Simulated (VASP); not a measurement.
# Ag2As (P6/mmm) in VASP: further runs, part 2 of 2

VASP 6.6.1. Earlier steps stand in the parts before.

## 5. Relaxation of cell and atoms, PBE

This run uses another cell than the first one, of 19.26 Å³/atom.

INCAR

```
SYSTEM = Ag2As
ALGO = Normal
EDIFF = 1E-6
EDIFFG = -0.04
ENCUT = 600
GGA = PE
IBRION = 2
ISIF = 3
ISMEAR = 0
LASPH = .True.
LCHARG = .False.
LREAL = .False.
LWAVE = .False.
NELM = 100
NSW = 90
PREC = Accurate
SIGMA = 0.1
```

KPOINTS

```
k-points
0
Gamma
  6 6 6
  0 0 0
```

POSCAR

```
Ag2As
1.0
    4.6747994443      0.0000000000      0.0000000000
   -2.3373997221      4.0484950763      0.0000000000
    0.0000000000      0.0000000000      3.0532975217
Ag As
2 1
Direct
    0.3333333333      0.6666666667      0.5000000000
    0.6666666667      0.3333333333      0.5000000000
    0.0000000000      0.0000000000      0.0000000000
```

Potentials or basis: VASP PAW PBE potentials, release 64 (Ag, As).

On the command line:

```
> cat potpaw_PBE.64/Ag/POTCAR potpaw_PBE.64/As/POTCAR > POTCAR
> mpirun -np 1 vasp_std > vasp.out
```

OUTCAR:

```text
SYSTEM = Ag2As
   EDIFF = 1E-6
   EDIFFG = -0.04
   ENCUT = 600
   GGA = PE
   IBRION = 2
   ISIF = 3
   ISMEAR = 0
   LASPH = .True.
   LREAL = .False.
   NELM = 100
   NSW = 90
   PREC = Accurate

 ion  position               nearest neighbor table
   1  0.333  0.667  0.500-   2 2.70   2 2.70   2 2.70   3 3.10   3 3.10   3 3.10   3 3.10   3 3.10
                             3 3.10
   2  0.667  0.333  0.500-   1 2.70   1 2.70   1 2.70   3 3.10   3 3.10   3 3.10   3 3.10   3 3.10
                             3 3.10
   3  0.000  0.000  0.000-   1 3.10   2 3.10   1 3.10   2 3.10   1 3.10   1 3.10   2 3.10   2 3.10
                             2 3.10   2 3.10   1 3.10   1 3.10

  LATTYP: Found a hexagonal cell.
 ALAT       =     4.6747994443
 C/A-ratio  =     0.6531397888

  Lattice vectors:

 A1 = (   4.6747994443,   0.0000000000,   0.0000000000)
 A2 = (  -2.3373997221,   4.0484950763,   0.0000000000)
 A3 = (   0.0000000000,   0.0000000000,   3.0532975217)

Analysis of symmetry for initial positions (statically):
=====================================================================
 Subroutine PRICEL returns:
 Original cell was already a primitive cell.

 Routine SETGRP: Setting up the symmetry group for a
 hexagonal supercell.

 Subroutine GETGRP returns: Found 24 space group operations
 (whereof 24 operations were pure point group operations)
 out of a pool of 24 trial point group operations.

The static configuration has the point symmetry D_6h.

Analysis of symmetry for dynamics (positions and initial velocities):
=====================================================================
 Subroutine PRICEL returns:
 Original cell was already a primitive cell.

 Routine SETGRP: Setting up the symmetry group for a
 hexagonal supercell.

 Subroutine GETGRP returns: Found 24 space group operations
 (whereof 24 operations were pure point group operations)
 out of a pool of 24 trial point group operations.

The dynamic configuration has the point symmetry D_6h.

 Subroutine INISYM returns: Found 24 space group operations
 (whereof 24 operations are pure point group operations),
[... 131 lines left out ...]
 Gauss-broadening in eV      SIGMA  =   0.10
  energy-cutoff  :      600.00
  volume of cell :       57.79
 maximum number of plane-waves:      1969
 NGX is ok and might be reduce to    40
   NGX = 19   NGY = 19   NGZ = 13

--------------------------------------- Ionic step        1  -------------------------------------------

 number of electron      26.9999995 magnetization

 Free energy of the ion-electron system (eV)
  ---------------------------------------------------
  ext. energy  EPLUGINS =         0.00000000
  ---------------------------------------------------
  free energy    TOTEN  =        -9.29001319 eV

  energy without entropy =       -9.28762980  energy(sigma->0) =       -9.28882149

------------------------ aborting loop because EDIFF is reached ----------------------------------------

  FORCE on cell =-STRESS in cart. coord.  units (eV):
  Direction    XX          YY          ZZ          XY          YZ          ZX
  --------------------------------------------------------------------------------------
  -------------------------------------------------------------------------------------
  Total        1.1595685      1.1595685     -2.6807087      0.0000000     -0.0000000      0.0000000
  in kB       32.1500204     32.1500204    -74.3249249      0.0000000     -0.0000000      0.0000000
  external PRESSURE =      -3.3416280 kB  Pullay stress =       0.0000000 kB
[... 172 lines left out ...]
--------------------------------------- Ionic step        6  -------------------------------------------

 number of electron      27.0000003 magnetization

 Free energy of the ion-electron system (eV)
  ---------------------------------------------------
  ext. energy  EPLUGINS =         0.00000000
  ---------------------------------------------------
  free energy    TOTEN  =        -9.48299632 eV

  energy without entropy =       -9.47967689  energy(sigma->0) =       -9.48133661

 E-fermi :   6.8937     XC(G=0): -11.3568

 val. band max:        6.8043994312   @ k =   0.3333  -0.0000   0.3333
 cond. band min:       6.9097780788   @ k =   0.1667   0.1667   0.0000
 fundamental gap:      0.1053786476
 Fermi energy:         6.8937246931

 k-point     1 :       0.0000    0.0000    0.0000
  band No.  band energies     occupation
      1      -5.4585      2.00000
      2       1.2146      2.00000
      3       1.5326      2.00000
      4       1.5326      2.00000
      5       1.7873      2.00000
      6       2.3419      2.00000
[... 457 lines left out ...]
      4       1.7317      2.00000
      5       2.0541      2.00000
      6       2.1943      2.00000
[... 9 lines left out ...]
     16      10.8483      0.00000
     17      10.9019      0.00000

 [... further k-points ...]

------------------------ aborting loop because EDIFF is reached ----------------------------------------

  FORCE on cell =-STRESS in cart. coord.  units (eV):
  Direction    XX          YY          ZZ          XY          YZ          ZX
  --------------------------------------------------------------------------------------
  -------------------------------------------------------------------------------------
  Total        0.1034967      0.1034967      0.0749891      0.0000000     -0.0000000      0.0000000
  in kB        2.9376948      2.9376948      2.1285220      0.0000000     -0.0000000      0.0000000
  external PRESSURE =       2.6679706 kB  Pullay stress =       0.0000000 kB
[... 18 lines left out ...]
  FREE ENERGIE OF THE ION-ELECTRON SYSTEM (eV)
  ---------------------------------------------------
  free  energy   TOTEN  =        -9.4829963231 eV

  energy  without entropy=       -9.4796768885  energy(sigma->0) =       -9.48133661

 reached required accuracy - stopping structural energy minimisation
```

OSZICAR:

```text
N       E                     dE             d eps       ncg     rms          rms(c)
DAV:   1     0.152975176890E+03    0.15298E+03   -0.14647E+04   952   0.164E+03
DAV:   2    -0.580171712663E+01   -0.15878E+03   -0.15486E+03   993   0.312E+02
DAV:   3    -0.976837741841E+01   -0.39667E+01   -0.38625E+01  1170   0.482E+01
DAV:   4    -0.980675305708E+01   -0.38376E-01   -0.38038E-01  1003   0.388E+00
[... 45 lines left out ...]
DAV:   3    -0.948311520433E+01    0.51221E-03   -0.17968E-03   953   0.288E-01    0.190E-01
DAV:   4    -0.948300250774E+01    0.11270E-03   -0.66395E-04   953   0.117E-01    0.385E-02
DAV:   5    -0.948299472419E+01    0.77835E-05   -0.13060E-04   976   0.983E-02    0.322E-02
DAV:   6    -0.948299643575E+01   -0.17116E-05   -0.23033E-05   950   0.487E-02    0.209E-03
DAV:   7    -0.948299632305E+01    0.11270E-06   -0.44170E-07   485   0.579E-03
   6 F= -.94829963E+01 E0= -.94813366E+01  d E =-.132789E-03
```

Run time: 95 s. Hardware: 1 thread of Intel Xeon Platinum 8488C (Sapphire Rapids), shared host; peak memory 0.21 GiB.

Results:

- Free energy: -9.4830 eV
- Relaxed volume: 18.82 Å³/atom
- Relaxed cell: a = 4.831 Å, b = 4.831 Å, c = 2.793 Å, α = 90.00°, β = 90.00°, γ = 120.00°
- Space group after relaxing (to 0.1 Å): P6/mmm (No. 191)
- Energy gained by relaxing: 64.3 meV/atom
- Ionic steps: 6
- Pressure after relaxing: 0.3 GPa
- Band gap on the k mesh: zero (an odd number of electrons rules out a gap without spin polarisation)

The path:
```csv
step,energy change (eV),largest force (eV/Å),pressure (GPa),volume (Å³)
1,0.0000,0.0000,-0.33,57.79
2,-0.1367,0.0000,-0.87,57.38
3,-0.1924,0.0000,-0.42,56.90
4,-0.1929,0.0000,-0.32,56.84
5,-0.1929,0.0000,-0.37,56.86
6,-0.1930,0.0000,0.27,56.45
```

Final structure:
```
Ag As
1.0
     4.83109    0.00000    0.00000
    -2.41554    4.18384    0.00000
     0.00000    0.00000    2.79261
Ag As
2 1
Direct
  0.33333 0.66667 0.50000
  0.66667 0.33333 0.50000
  0.00000 0.00000 0.00000
```

## 6. The runs side by side

| task | cell | k mesh | cutoff (eV) | gap on the mesh (eV) | pressure (GPa) | relaxed volume (Å³/atom) |
| --- | --- | --- | --- | --- | --- | --- |
| single point | a = 4.805, b = 4.805, c = 2.850 Å, angles 90.0, 90.0, 120.0°, 3 atoms | 12 × 12 × 16 | 520 | none | -0.1 | - |
| relaxation of cell and atoms | relaxed from a = 4.838, b = 4.838, c = 2.797 Å, angles 90.0, 90.0, 120.0°, 3 atoms | 12 × 12 × 16 | 600 | none | 0.0 | 18.97 |
| single point | a = 4.838, b = 4.838, c = 2.797 Å, angles 90.0, 90.0, 120.0°, 3 atoms | 6 × 6 × 6 | 520 | none | -0.1 | - |
| relaxation of cell and atoms | relaxed from a = 4.675, b = 4.675, c = 3.053 Å, angles 90.0, 90.0, 120.0°, 3 atoms | 6 × 6 × 6 | 600 | none | 0.3 | 18.82 |

Alike in all rows: level PBE; potentials or basis VASP PAW PBE potentials, release 64 (Ag, As); no spin polarisation; smearing gaussian 0.1 eV.

Caveats: some runs use coarse meshes.

Absolute energies hang on the potentials; compare differences alone.

The gap in the log of VASP goes by the Fermi energy; the results here count the filled bands.